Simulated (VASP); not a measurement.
# FeSi2 (P4/mmm) in VASP: a series of runs

FeSi2 is run at these levels: PBEsol; tasks: single point, relaxation of cell and atoms.

Program: VASP 6.6.1. These are calculated values, not measurements. Logs are shortened: lines on timing, memory, paths and dates and some standing lists are left out, and cuts for length are marked.

## 1. The cell of the first run

The structure is tetragonal, space group P4/mmm (No. 123). The conventional cell has a = 2.676 Å, b = 2.676 Å, c = 5.106 Å, α = 90.00°, β = 90.00°, γ = 90.00°. Within 3.1 Å of Fe (site symmetry 4/mmm) lie 8 Si at 2.35 Å and 4 Fe at 2.68 Å. Si (site symmetry 4mm) has 6 Si at 2.33 to 2.78 Å and 4 Fe at 2.35 Å within 3.1 Å.

## 2. Single point, PBEsol

Contents of INCAR:

```
PREC = Accurate ; ENCUT = 520
EDIFF = 1E-7 ; ISMEAR = 0
SIGMA = 0.1 ; LREAL = F
LASPH = T ; NELM = 100
ALGO = Normal ; ISIF = 2
LWAVE = F ; LCHARG = T
GGA = PS ; LELF = T
LVHAR = T ; NBANDS = 15
```

Contents of KPOINTS:

```
regular mesh
0
Gamma
  16 16 8
```

Contents of POSCAR:

```
FeSi2
1.0
    2.6762815756      0.0000000000      0.0000000000
    0.0000000000      2.6762815756      0.0000000000
    0.0000000000      0.0000000000      5.1063623691
Fe Si
1 2
Direct
    0.0000000000      0.0000000000      0.0000000000
    0.5000000000      0.5000000000      0.2719321963
    0.5000000000      0.5000000000      0.7280678037
```

Potentials or basis: VASP PAW PBE potentials, release 64 (Fe, Si).

Started as:

```console
cat potpaw_PBE.64/Fe/POTCAR potpaw_PBE.64/Si/POTCAR > POTCAR
mpirun -np 1 vasp_std > vasp.out
```

OUTCAR:

```text
PREC = Accurate
   ENCUT = 520
   EDIFF = 1E-7
   ISMEAR = 0
   LREAL = F
   LASPH = T
   NELM = 100
   ISIF = 2
   GGA = PS

 ion  position               nearest neighbor table
   1  0.000  0.000  0.000-   2 2.35   3 2.35   2 2.35   3 2.35   2 2.35   3 2.35   2 2.35   3 2.35

   2  0.500  0.500  0.272-   3 2.33   1 2.35   1 2.35   1 2.35   1 2.35   3 2.78
   3  0.500  0.500  0.728-   2 2.33   1 2.35   1 2.35   1 2.35   1 2.35   2 2.78

  LATTYP: Found a simple tetragonal cell.
 ALAT       =     2.6762815756
 C/A-ratio  =     1.9080063980

  Lattice vectors:

 A1 = (   2.6762815756,   0.0000000000,   0.0000000000)
 A2 = (   0.0000000000,   2.6762815756,   0.0000000000)
 A3 = (   0.0000000000,   0.0000000000,   5.1063623691)

Analysis of symmetry for initial positions (statically):
=====================================================================
 Subroutine PRICEL returns:
 Original cell was already a primitive cell.

 Routine SETGRP: Setting up the symmetry group for a
 simple tetragonal supercell.

 Subroutine GETGRP returns: Found 16 space group operations
 (whereof 16 operations were pure point group operations)
 out of a pool of 16 trial point group operations.

The static configuration has the point symmetry D_4h.

Analysis of symmetry for dynamics (positions and initial velocities):
=====================================================================
 Subroutine PRICEL returns:
 Original cell was already a primitive cell.

 Routine SETGRP: Setting up the symmetry group for a
 simple tetragonal supercell.

 Subroutine GETGRP returns: Found 16 space group operations
 (whereof 16 operations were pure point group operations)
 out of a pool of 16 trial point group operations.

The dynamic configuration has the point symmetry D_4h.

 Subroutine INISYM returns: Found 16 space group operations
 (whereof 16 operations are pure point group operations),
 and found     1 'primitive' translations

----------------------------------------------------------------------------------------

                                     Primitive cell

  volume of cell :      36.5742

  direct lattice vectors                    reciprocal lattice vectors
     2.676281576  0.000000000  0.000000000     0.373652761  0.000000000  0.000000000
     0.000000000  2.676281576  0.000000000     0.000000000  0.373652761  0.000000000
     0.000000000  0.000000000  5.106362369     0.000000000  0.000000000  0.195834124

  length of vectors
     2.676281576  2.676281576  5.106362369     0.373652761  0.373652761  0.195834124

  position of ions in fractional coordinates (direct lattice)
     0.000000000  0.000000000  0.000000000
     0.500000000  0.500000000  0.271932196
     0.500000000  0.500000000  0.728067804

  ion indices of the primitive-cell ions
   primitive index   ion index
                 1           1
                 2           2
                 3           3

----------------------------------------------------------------------------------------

 KPOINTS: regular mesh

Automatic generation of k-mesh.
 Grid dimensions read from file:
 generate k-points for:   16   16    8

 Generating k-lattice:

  Cartesian coordinates                     Fractional coordinates (reciprocal lattice)
     0.023353298  0.000000000  0.000000000     0.062500000  0.000000000  0.000000000
     0.000000000  0.023353298  0.000000000     0.000000000  0.062500000  0.000000000
     0.000000000  0.000000000  0.024479265     0.000000000  0.000000000  0.125000000

  Length of vectors
     0.023353298  0.023353298  0.024479265

  Shift w.r.t. Gamma in fractional coordinates (k-lattice)
     0.000000000  0.000000000  0.000000000

 Subroutine IBZKPT returns following result:
 ===========================================

 Found    225 irreducible k-points:

 Following reciprocal coordinates:
            Coordinates               Weight
  0.000000  0.000000  0.000000      1.000000
  0.062500  0.000000  0.000000      4.000000
  0.125000  0.000000  0.000000      4.000000
  0.187500  0.000000  0.000000      4.000000
  0.250000  0.000000  0.000000      4.000000
  0.312500  0.000000  0.000000      4.000000
[... 16 lines left out ...]
  0.437500  0.125000  0.000000      8.000000
  0.500000  0.125000  0.000000      4.000000
 [... further k-points ...]
   k-points           NKPTS =    225   k-points in BZ     NKDIM =    225   number of bands    NBANDS=     15
   number of dos      NEDOS =    301   number of ions     NIONS =      3
   total plane-waves  NPLWV =  16000
   dimension x,y,z NGX =    20 NGY =   20 NGZ =   40
   dimension x,y,z NGXF=    40 NGYF=   40 NGZF=   80
   ions per type =               1   2
   NGX,Y,Z   is equivalent  to a cutoff of  12.42, 12.42, 13.02 a.u.
   NGXF,Y,Z  is equivalent  to a cutoff of  24.85, 24.85, 26.05 a.u.
 SYSTEM =  unknown system
   PREC   = accura    normal or accurate (medium, high low for compatibility)
   ISTART =      0    job   : 0-new  1-cont  2-samecut
   ICHARG =      2    charge: 1-file 2-atom 10-const
   ISPIN  =      1    spin polarized calculation?
   LNONCOLLINEAR =      F non collinear calculations
   LSORBIT =      F    spin-orbit coupling
   LASPH  =      T    aspherical Exc in radial PAW
   ENCUT  =  520.0 eV  38.22 Ry    6.18 a.u.   4.98  4.98  9.49*2*pi/ulx,y,z
   NELM   =    100;   NELMIN=  2; NELMDL= -5     # of ELM steps
   EDIFF  = 0.1E-06   stopping-criterion for ELM
   LREAL  =      F    real-space projection
   EDIFFG = 0.1E-05   stopping-criterion for IOM
   NSW    =      0    number of steps for IOM
   IBRION =     -1    ionic relax: 0-MD 1-quasi-New 2-CG
   NFREE  =      0    steps in history (QN), initial steepest desc. (CG)
   ISIF   =      2    stress and relaxation
   ISYM   =      2    0-nonsym 1-usesym 2-fastsym
   POTIM  = 0.5000    time-step for ionic-motion
   TEBEG  =    0.0;   TEEND  =   0.0 temperature during run
   PSTRESS=    0.0 pullay stress
   NELECT =      16.0000    total number of electrons
   NUPDOWN=      -1.0000    fix difference up-down
   EMIN   =  10.00;   EMAX   =-10.00  energy-range for DOS
   EFERMI =   0.00;   METHOD = LEGACY
   ISMEAR =     0;   SIGMA  =   0.10  broadening in eV -4-tet -1-fermi 0-gaus
   EFERMI_NEDOS =   21; number of points for ismear=-14 and -15
   IALGO  =     38    algorithm
   IMIX   =      4    mixing-type and parameters
     AMIX     =   0.40;   BMIX     =  1.00
     AMIX_MAG =   1.60;   BMIX_MAG =  1.00
  volume/ion in A,a.u.               =      12.19        82.27
  Fermi-wavevector in a.u.,A,eV,Ry     =   1.242767  2.348489 21.013791  1.544470
  Thomas-Fermi vector in A             =   2.377107
   LORBIT       =      0    0 simple, 1 ext, 2 COOP (PROOUT), +10 PAW based schemes
   GGA     = PS    functional components
   LHFCALC =     F    Hartree Fock is set to
   AEXX    =    0.0000 exact exchange contribution
   IVDW    =     0    specifies the selected vdW correction
   LEPSILON=     F    determine dielectric tensor
   LRPA    =     F    only Hartree local field effects (RPA)
 non-spin polarized calculation
 Gauss-broadening in eV      SIGMA  =   0.10
  energy-cutoff  :      520.00
  volume of cell :       36.57
 maximum number of plane-waves:      1008
 NGX is ok and might be reduce to    20
   NGX =  9   NGY =  9   NGZ = 19

 number of electron      16.0000001 magnetization

 Free energy of the ion-electron system (eV)
  ---------------------------------------------------
  ext. energy  EPLUGINS =         0.00000000
  ---------------------------------------------------
  free energy    TOTEN  =       -21.95420865 eV

  energy without entropy =      -21.94910725  energy(sigma->0) =      -21.95165795

 E-fermi :  10.0506     XC(G=0): -12.1260

 val. band max:       10.0421022775   @ k =   0.4375   0.2500   0.0000
 cond. band min:      10.0681758409   @ k =   0.5000   0.2500   0.0000
 fundamental gap:      0.0260735634
 Fermi energy:        10.0506250027

 k-point     1 :       0.0000    0.0000    0.0000
  band No.  band energies     occupation
      1      -3.9828      2.00000
      2       0.8391      2.00000
      3       2.0046      2.00000
      4       6.4243      2.00000
      5       8.3677      2.00000
      6       8.5325      2.00000
      7       8.5325      2.00000
      8       9.4201      2.00000
      9      14.6641      0.00000
     10      14.6641      0.00000
     11      16.6207      0.00000
     12      17.1929      0.00000
     13      18.0776      0.00000
     14      18.2471      0.00000
     15      19.7552      0.00000

 k-point     2 :       0.0625    0.0000    0.0000
  band No.  band energies     occupation
      1      -3.9026      2.00000
      2       0.8951      2.00000
      3       2.0817      2.00000
      4       6.4242      2.00000
      5       8.3645      2.00000
      6       8.4610      2.00000
      7       8.5475      2.00000
      8       9.3468      2.00000
      9      13.7691      0.00000
     10      14.7765      0.00000
     11      16.7141      0.00000
     12      17.5166      0.00000
     13      17.6088      0.00000
     14      18.5242      0.00000
     15      19.7796      0.00000

 k-point     3 :       0.1250    0.0000    0.0000
  band No.  band energies     occupation
      1      -3.6633      2.00000
      2       1.0609      2.00000
      3       2.3109      2.00000
      4       6.3960      2.00000
      5       8.2578      2.00000
      6       8.3343      2.00000
      7       8.5908      2.00000
      8       9.1502      2.00000
      9      12.3173      0.00000
     10      15.0948      0.00000
     11      16.2688      0.00000
     12      17.0136      0.00000
     13      17.7117      0.00000
     14      18.8164      0.00000
     15      19.8518      0.00000
[... 343 lines left out ...]
 k-point    23 :       0.4375    0.1250    0.0000
  band No.  band energies     occupation
      1      -0.1623      2.00000
      2       2.8833      2.00000
      3       3.1287      2.00000
      4       5.2173      2.00000
      5       6.2148      2.00000
      6       7.2956      2.00000
      7       8.0685      2.00000
      8       9.2304      2.00000
      9      10.1254      0.29056
     10      11.7421      0.00000
     11      12.6830      0.00000
     12      15.1892      0.00000
     13      18.2868      0.00000
     14      19.1930      0.00000
     15      20.8546      0.00000

 k-point    24 :       0.5000    0.1250    0.0000
  band No.  band energies     occupation
      1       0.3013      2.00000
      2       2.3295      2.00000
      3       3.2790      2.00000
      4       5.4843      2.00000
      5       6.0763      2.00000
      6       7.1120      2.00000
      7       8.0944      2.00000
      8       9.2673      2.00000
      9      10.1414      0.19912
     10      11.5618      0.00000
     11      12.4238      0.00000
     12      15.3898      0.00000
     13      18.3784      0.00000
     14      18.9701      0.00000
     15      20.9688      0.00000

 [... further k-points ...]
[... 5 lines left out ...]
  --------------------------------------------------------------------------------------
  -------------------------------------------------------------------------------------
  Total        0.0956836      0.0956836      0.1093998      0.0000000      0.0000000      0.0000000
  in kB        4.1915344      4.1915344      4.7923872      0.0000000      0.0000000      0.0000000
  external PRESSURE =       4.3918186 kB  Pullay stress =       0.0000000 kB

 VOLUME and BASIS-vectors are now :
 -----------------------------------------------------------------------------
  energy-cutoff  :      520.00
  volume of cell :       36.57
      direct lattice vectors                 reciprocal lattice vectors
     2.676281576  0.000000000  0.000000000     0.373652761  0.000000000  0.000000000
     0.000000000  2.676281576  0.000000000     0.000000000  0.373652761  0.000000000
     0.000000000  0.000000000  5.106362369     0.000000000  0.000000000  0.195834124

 POSITION                                       TOTAL-FORCE (eV/Angst)
 -----------------------------------------------------------------------------------
      0.00000      0.00000      0.00000        -0.000000      0.000000     -0.000000
      1.33814      1.33814      1.38858         0.000000     -0.000000      0.019146
      1.33814      1.33814      3.71778        -0.000000      0.000000     -0.019146
 -----------------------------------------------------------------------------------
    total drift:                                0.000000      0.000000     -0.000000

  FREE ENERGIE OF THE ION-ELECTRON SYSTEM (eV)
  ---------------------------------------------------
  free  energy   TOTEN  =       -21.9542086543 eV

  energy  without entropy=      -21.9491072526  energy(sigma->0) =      -21.95165795
```

Run time: 93 s. Hardware: 1 thread of Intel Xeon Platinum 8259CL at 2.50GHz (Skylake/Cascade Lake), shared host; peak memory 0.24 GiB.

What came out:

| Quantity | Value |
| --- | --- |
| Free energy | -21.9542 eV |
| Pressure | 0.4 GPa |
| Largest force | 0.019 eV/Å |
| Band gap on the k mesh | zero (band 8 reaches 10.23 eV, above the bottom of band 9 at 9.85 eV) |

Forces on the atoms (eV/Å):
```
Fe   0.000  0.000  0.000
Si   0.000  0.000  0.019
Si   0.000  0.000 -0.019
```

Caveat: the PAW data sets were made with another functional, which shifts forces and pressure a little. Spin polarisation is off, so any magnetic state and its effect on volume and gap are missing.

[end of part 1 of 2]
